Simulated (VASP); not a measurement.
Runs of VASP 6.6.1 on Sr. The structure is that of space group Im-3m (No. 229), or close to it. The cells are those of the table. This isn't the form of Sr at room conditions, which is fcc.

```csv
task,cell,k mesh,cutoff (eV),smearing,gap on the mesh (eV),pressure (GPa)
single point,"a = 4.398 Å, angles 109.5°, 1 atom",12 × 12 × 12,520,gaussian 0.1 eV,none,-1.6
single point,"a = 4.200 Å, angles 109.5°, 1 atom",10 × 10 × 10,520,gaussian 0.1 eV,none,-0.6
single point,"a = 4.188, b = 4.423, c = 4.312 Å, angles 110.6, 107.9, 108.4°, 1 atom",10 × 10 × 10,520,gaussian 0.1 eV,none,(a)
single point,"a = 4.114 Å, angles 109.5°, 1 atom",18 × 18 × 18,520,gaussian 0.15 eV,none,0.1
single point,"a = 4.292 Å, angles 108.7, 108.7, 111.1°, 1 atom",10 × 10 × 10,520,gaussian 0.1 eV,none,(b)
single point,"a = 4.049 Å, angles 109.5°, 1 atom",12 × 12 × 12,520,gaussian 0.1 eV,none,0.7
single point,"a = 4.114 Å, angles 109.5°, 1 atom",20 × 20 × 20,520,gaussian 0.15 eV,none,0.1
relaxation of cell and atoms,"relaxed from a = 4.200 Å, angles 109.5°, 1 atom",12 × 12 × 12,600,gaussian 0.1 eV,none,0.0
```

Alike in all rows: level PBE; potentials or basis VASP PAW PBE potentials, release 64 (Sr_sv); no spin polarisation.

Task: Estimate the missing entries.

Result: (a) -1.3; (b) -1.1.

A k mesh can miss the band edges, and the runs leave out spin-orbit coupling on Sr.

A gap of «none» marks levels without a gap at the run's occupations.
